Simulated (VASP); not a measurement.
Here is a VASP 6.6.1 calculation.

File POSCAR:

```
Cd2TeO
1.0
    4.2051349569      0.0000000000      0.0000000000
    0.0000000000      4.2051349569      0.0000000000
    0.0000000000      0.0000000000      5.4007122309
O Cd Te
1 2 1
Direct
    0.0000000000      0.0000000000      0.0000000000
    0.0000000000      0.5000000000      0.8398944356
    0.5000000000      0.0000000000      0.1601055644
    0.5000000000      0.5000000000      0.5000000000
```

File INCAR.step1:

```
PREC = Accurate
ENCUT = 520
ISMEAR = -1
SIGMA = 0.02
LREAL = False
LASPH = True
NELM = 80
NBANDS = 26
GGA = PE
ALGO = Normal
EDIFF = 1E-4
LWAVE = True
LCHARG = False
```

File INCAR.step2:

```
PREC = Accurate
ENCUT = 520
EDIFF = 1E-7
ISMEAR = -1
SIGMA = 0.02
LREAL = False
LASPH = True
NELM = 80
ALGO = Normal
ISIF = 2
LWAVE = False
LCHARG = True
METAGGA = R2SCAN
LMIXTAU = True
LELF = True
LVHAR = True
NBANDS = 26
ISTART = 1
```

Contents of KPOINTS:

```
Automatic mesh
0
Gamma
  6 6 6
```

Potentials or basis: VASP PAW PBE potentials, release 64 (O, Cd, Te).

Launch:

```bash
$ cat potpaw_PBE.64/O/POTCAR potpaw_PBE.64/Cd/POTCAR potpaw_PBE.64/Te/POTCAR > POTCAR
$ cp INCAR.step1 INCAR
$ mpirun -np 1 vasp_std > vasp.out
$ cp INCAR.step2 INCAR
$ mpirun -np 1 vasp_std > vasp.out
```

Question: What does it give for the band gap on the k mesh?

Answer: Zero (bands 18 and 19 overlap by 0.17 eV).

Question: Estimate the pressure.

Answer: 0.5 GPa.

Question: What does it give for the largest force?

Answer: 0.057 eV/Å.

Forces in eV/Å, atoms in the order of the input:
```
O    0.000  0.000  0.000
Cd   0.000  0.000 -0.057
Cd   0.000  0.000  0.057
Te   0.000  0.000  0.000
```

Caveat: semilocal functionals underestimate gaps, and a narrow one can read as zero; the PAW data sets were made with another functional, which shifts forces and pressure a little; spin-orbit coupling is left out, which moves the levels of the heavy elements.
